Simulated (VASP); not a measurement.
# CaO (P6_3/mmc) in VASP: a series of runs, part 2 of 2

VASP 6.6.1. Earlier steps stand in the parts before.

## 5. Single point, LDA

This run uses another cell than the first one, of 16.37 Å³/atom.

File INCAR:

```
ALGO     = Normal         # electronic algorithm
EDIFF    = 1E-7           # SCF threshold, eV
ENCUT    = 520            # plane-wave cutoff, eV
GGA      = CA             # functional
ISIF     = 2              # what is computed and relaxed
ISMEAR   = 0              # smearing method
LASPH    = True           # aspherical terms in the spheres
LCHARG   = False          # write CHGCAR
LREAL    = False          # projectors in reciprocal space
LWAVE    = False          # write WAVECAR
NBANDS   = 24             # bands
NELM     = 80             # most SCF steps
PREC     = Accurate       # precision mode
SIGMA    = 0.01           # smearing width, eV
```

File KPOINTS:

```
k-points
0
Gamma
  12 12 6
```

File POSCAR:

```
CaO
1.0
    3.9810268624      0.0000000000      0.0000000000
   -1.9905134312      3.4476703960      0.0000000000
    0.0000000000      0.0000000000      4.7701156015
Ca O
2 2
Direct
    0.3333333333      0.6666666667      0.2500000000
    0.6666666667      0.3333333333      0.7500000000
    0.6666666667      0.3333333333      0.2500000000
    0.3333333333      0.6666666667      0.7500000000
```

Potentials or basis: VASP PAW LDA potentials, release 64 (Ca_sv, O).

On the command line:

```console
$ cat potpaw_LDA.64/Ca_sv/POTCAR potpaw_LDA.64/O/POTCAR > POTCAR
$ mpirun -np 1 vasp_std > vasp.out
```

OUTCAR:

```text
EDIFF = 1E-7
   ENCUT = 520
   GGA = CA
   ISIF = 2
   ISMEAR = 0
   LASPH = True
   LREAL = False
   NELM = 80
   PREC = Accurate

 ion  position               nearest neighbor table
   1  0.333  0.667  0.250-   3 2.30   3 2.30   3 2.30   4 2.39   4 2.39
   2  0.667  0.333  0.750-   4 2.30   4 2.30   4 2.30   3 2.39   3 2.39
   3  0.667  0.333  0.250-   1 2.30   1 2.30   1 2.30   2 2.39   2 2.39
   4  0.333  0.667  0.750-   2 2.30   2 2.30   2 2.30   1 2.39   1 2.39

  LATTYP: Found a hexagonal cell.
 ALAT       =     3.9810268624
 C/A-ratio  =     1.1982123624

  Lattice vectors:

 A1 = (   3.9810268624,   0.0000000000,   0.0000000000)
 A2 = (  -1.9905134312,   3.4476703960,   0.0000000000)
 A3 = (   0.0000000000,   0.0000000000,   4.7701156015)

Analysis of symmetry for initial positions (statically):
=====================================================================
 Subroutine PRICEL returns:
 Original cell was already a primitive cell.

 Routine SETGRP: Setting up the symmetry group for a
 hexagonal supercell.

 Subroutine GETGRP returns: Found 24 space group operations
 (whereof 12 operations were pure point group operations)
 out of a pool of 24 trial point group operations.

The static configuration has the point symmetry D_3d.
 The point group associated with its full space group is D_6h.

Analysis of symmetry for dynamics (positions and initial velocities):
=====================================================================
 Subroutine PRICEL returns:
 Original cell was already a primitive cell.

 Routine SETGRP: Setting up the symmetry group for a
 hexagonal supercell.

 Subroutine GETGRP returns: Found 24 space group operations
 (whereof 12 operations were pure point group operations)
 out of a pool of 24 trial point group operations.

The dynamic configuration has the point symmetry D_3d.
 The point group associated with its full space group is D_6h.

 Subroutine INISYM returns: Found 24 space group operations
 (whereof 12 operations are pure point group operations),
 and found     1 'primitive' translations

----------------------------------------------------------------------------------------

                                     Primitive cell

  volume of cell :      65.4711

  direct lattice vectors                    reciprocal lattice vectors
     3.981026862  0.000000000  0.000000000     0.251191473  0.145025464  0.000000000
    -1.990513431  3.447670396  0.000000000     0.000000000  0.290050929  0.000000000
     0.000000000  0.000000000  4.770115601     0.000000000  0.000000000  0.209638525

  length of vectors
     3.981026862  3.981026862  4.770115601     0.290050929  0.290050929  0.209638525

  position of ions in fractional coordinates (direct lattice)
     0.333333333  0.666666667  0.250000000
     0.666666667  0.333333333  0.750000000
     0.666666667  0.333333333  0.250000000
     0.333333333  0.666666667  0.750000000

  ion indices of the primitive-cell ions
   primitive index   ion index
                 1           1
                 2           2
                 3           3
                 4           4

----------------------------------------------------------------------------------------

 KPOINTS: k-points

Automatic generation of k-mesh.
 Grid dimensions read from file:
 generate k-points for:   12   12    6

 Generating k-lattice:

  Cartesian coordinates                     Fractional coordinates (reciprocal lattice)
     0.020932623  0.012085455  0.000000000     0.083333333 -0.000000000  0.000000000
     0.000000000  0.024170911  0.000000000     0.000000000  0.083333333  0.000000000
     0.000000000  0.000000000  0.034939754     0.000000000  0.000000000  0.166666667

  Length of vectors
     0.024170911  0.024170911  0.034939754

  Shift w.r.t. Gamma in fractional coordinates (k-lattice)
     0.000000000  0.000000000  0.000000000

 Subroutine IBZKPT returns following result:
 ===========================================

 Found     76 irreducible k-points:

 Following reciprocal coordinates:
            Coordinates               Weight
  0.000000  0.000000  0.000000      1.000000
  0.083333  0.000000  0.000000      6.000000
  0.166667  0.000000  0.000000      6.000000
  0.250000  0.000000  0.000000      6.000000
  0.333333  0.000000  0.000000      6.000000
  0.416667  0.000000  0.000000      6.000000
[... 16 lines left out ...]
  0.250000  0.000000  0.166667     12.000000
  0.333333  0.000000  0.166667     12.000000
 [... further k-points ...]
   k-points           NKPTS =     76   k-points in BZ     NKDIM =     76   number of bands    NBANDS=     24
   number of dos      NEDOS =    301   number of ions     NIONS =      4
   total plane-waves  NPLWV =  32400
   dimension x,y,z NGX =    30 NGY =   30 NGZ =   36
   dimension x,y,z NGXF=    60 NGYF=   60 NGZF=   72
   ions per type =               2   2
   NGX,Y,Z   is equivalent  to a cutoff of  12.53, 12.53, 12.55 a.u.
   NGXF,Y,Z  is equivalent  to a cutoff of  25.06, 25.06, 25.09 a.u.
 SYSTEM =  unknown system
   PREC   = accura    normal or accurate (medium, high low for compatibility)
   ISTART =      0    job   : 0-new  1-cont  2-samecut
   ICHARG =      2    charge: 1-file 2-atom 10-const
   ISPIN  =      1    spin polarized calculation?
   LNONCOLLINEAR =      F non collinear calculations
   LSORBIT =      F    spin-orbit coupling
   LASPH  =      T    aspherical Exc in radial PAW
   ENCUT  =  520.0 eV  38.22 Ry    6.18 a.u.   7.40  7.40  8.87*2*pi/ulx,y,z
   NELM   =     80;   NELMIN=  2; NELMDL= -5     # of ELM steps
   EDIFF  = 0.1E-06   stopping-criterion for ELM
   LREAL  =      F    real-space projection
   EDIFFG = 0.1E-05   stopping-criterion for IOM
   NSW    =      0    number of steps for IOM
   IBRION =     -1    ionic relax: 0-MD 1-quasi-New 2-CG
   NFREE  =      0    steps in history (QN), initial steepest desc. (CG)
   ISIF   =      2    stress and relaxation
   ISYM   =      2    0-nonsym 1-usesym 2-fastsym
   POTIM  = 0.5000    time-step for ionic-motion
   TEBEG  =    0.0;   TEEND  =   0.0 temperature during run
   PSTRESS=    0.0 pullay stress
   NELECT =      32.0000    total number of electrons
   NUPDOWN=      -1.0000    fix difference up-down
   EMIN   =  10.00;   EMAX   =-10.00  energy-range for DOS
   EFERMI =   0.00;   METHOD = LEGACY
   ISMEAR =     0;   SIGMA  =   0.01  broadening in eV -4-tet -1-fermi 0-gaus
   EFERMI_NEDOS =   21; number of points for ismear=-14 and -15
   IALGO  =     38    algorithm
   IMIX   =      4    mixing-type and parameters
     AMIX     =   0.40;   BMIX     =  1.00
     AMIX_MAG =   1.60;   BMIX_MAG =  1.00
  volume/ion in A,a.u.               =      16.37       110.46
  Fermi-wavevector in a.u.,A,eV,Ry     =   1.289560  2.436915 22.626014  1.662965
  Thomas-Fermi vector in A             =   2.421445
   LORBIT       =      0    0 simple, 1 ext, 2 COOP (PROOUT), +10 PAW based schemes
   GGA     = CA    functional components
   LHFCALC =     F    Hartree Fock is set to
   AEXX    =    0.0000 exact exchange contribution
   IVDW    =     0    specifies the selected vdW correction
   LEPSILON=     F    determine dielectric tensor
   LRPA    =     F    only Hartree local field effects (RPA)
 non-spin polarized calculation
 Gauss-broadening in eV      SIGMA  =   0.01
  energy-cutoff  :      520.00
  volume of cell :       65.47
 maximum number of plane-waves:      1811
 NGX is ok and might be reduce to    30
   NGX = 15   NGY = 15   NGZ = 17

 number of electron      31.9999988 magnetization

 Free energy of the ion-electron system (eV)
  ---------------------------------------------------
  ext. energy  EPLUGINS =         0.00000000
  ---------------------------------------------------
  free energy    TOTEN  =       -27.95613608 eV

  energy without entropy =      -27.95613608  energy(sigma->0) =      -27.95613608

 E-fermi :   1.1395     XC(G=0):  -9.9964

 val. band max:        1.0333393726   @ k =   0.0000   0.0000   0.0000
 cond. band min:       4.0606355187   @ k =   0.0000   0.0000   0.0000
 fundamental gap:      3.0272961461
 Fermi energy:         1.1395190686

 k-point     1 :       0.0000    0.0000    0.0000
  band No.  band energies     occupation
      1     -36.0193      2.00000
      2     -35.8725      2.00000
      3     -17.6896      2.00000
      4     -17.4203      2.00000
      5     -17.4203      2.00000
      6     -17.2063      2.00000
[... 16 lines left out ...]
     23       9.4348      0.00000
     24       9.5468      0.00000
[... 598 lines left out ...]
      2     -35.8979      2.00000
      3     -17.8857      2.00000
      4     -17.7235      2.00000
      5     -17.4713      2.00000
      6     -17.4141      2.00000
[... 16 lines left out ...]
     23       9.4342      0.00000
     24       9.7149      0.00000

 [... further k-points ...]
[... 5 lines left out ...]
  --------------------------------------------------------------------------------------
  -------------------------------------------------------------------------------------
  Total       -1.7137230     -1.7137230     -1.9623299      0.0000000      0.0000000     -0.0000000
  in kB      -41.9373954    -41.9373954    -48.0211826      0.0000000      0.0000000     -0.0000000
  external PRESSURE =     -43.9653244 kB  Pullay stress =       0.0000000 kB

 VOLUME and BASIS-vectors are now :
 -----------------------------------------------------------------------------
  energy-cutoff  :      520.00
  volume of cell :       65.47
      direct lattice vectors                 reciprocal lattice vectors
     3.981026862  0.000000000  0.000000000     0.251191473  0.145025464  0.000000000
    -1.990513431  3.447670396  0.000000000     0.000000000  0.290050929  0.000000000
     0.000000000  0.000000000  4.770115601     0.000000000  0.000000000  0.209638525

 POSITION                                       TOTAL-FORCE (eV/Angst)
 -----------------------------------------------------------------------------------
     -0.00000      2.29845      1.19253         0.000000      0.000000      0.000000
      1.99051      1.14922      3.57759        -0.000000      0.000000      0.000000
      1.99051      1.14922      1.19253        -0.000000      0.000000      0.000000
     -0.00000      2.29845      3.57759         0.000000     -0.000000     -0.000000
 -----------------------------------------------------------------------------------
    total drift:                               -0.000000      0.000000     -0.000000

  FREE ENERGIE OF THE ION-ELECTRON SYSTEM (eV)
  ---------------------------------------------------
  free  energy   TOTEN  =       -27.9561360838 eV

  energy  without entropy=      -27.9561360838  energy(sigma->0) =      -27.95613608
```

Wall time 3.6 min (1 thread of Intel Xeon 8259CL, shared host); peak memory 0.2 GiB.

Results:

| Property | Result |
| --- | --- |
| Free energy | -27.9561 eV |
| Pressure | -4.4 GPa |
| Band gap on the k mesh | 3.03 eV |

Stress tensor (GPa, compression positive):
```
-4.19  0.00  0.00
 0.00 -4.19  0.00
 0.00  0.00 -4.80
```

Levels at points of the mesh, in eV from the valence-band top:
| k point | band 14 | band 15 | band 16 | band 17 | band 18 | band 19 |
| --- | --- | --- | --- | --- | --- | --- |
| (0.00, 0.00, 0.00) | -1.19 | -1.10 | 0.00 | 3.03 | 6.02 | 6.02 |
| (0.50, 0.00, 0.00) | -0.85 | -0.62 | -0.39 | 4.54 | 5.11 | 5.12 |
| (0.00, 0.00, 0.50) | -1.33 | -1.33 | -1.33 | 4.84 | 4.84 | 7.72 |
| (0.50, 0.00, 0.50) | -1.09 | -0.78 | -0.78 | 5.22 | 5.22 | 7.25 |

Caveat: the cell stands under tension.

## 6. Overview

```tsv
level	potentials or basis	cell	k mesh	smearing	gap on the mesh (eV)	pressure (GPa)
PBEsol	VASP PAW PBE potentials, release 64 (Ca_sv, O)	a = 3.956, b = 3.956, c = 4.743 Å, angles 90.0, 90.0, 120.0°, 4 atoms	6 × 6 × 6	fermi-dirac 0.02 eV	3.12	0.5
r2SCAN	VASP PAW PBE potentials, release 64 (Ca_sv, O)	a = 3.981, b = 3.981, c = 4.770 Å, angles 90.0, 90.0, 120.0°, 4 atoms	6 × 6 × 6	fermi-dirac 0.02 eV	3.61	1.0
PBE	VASP PAW PBE potentials, release 64 (Ca_sv, O)	a = 3.981, b = 3.981, c = 4.770 Å, angles 90.0, 90.0, 120.0°, 4 atoms	12 × 12 × 6	fermi-dirac 0.02 eV	3.19	2.3
LDA	VASP PAW LDA potentials, release 64 (Ca_sv, O)	a = 3.981, b = 3.981, c = 4.770 Å, angles 90.0, 90.0, 120.0°, 4 atoms	12 × 12 × 6	gaussian 0.01 eV	3.03	-4.4
```

Alike in all rows: task single point; no spin polarisation; cutoff (eV) 520.

Caveats: the PAW data sets were made with another functional, which shifts forces and pressure a little (at least some runs); the cell stands under tension (at least some runs).

Total energies depend on the potentials used, so only differences within one code and one set of settings carry meaning.
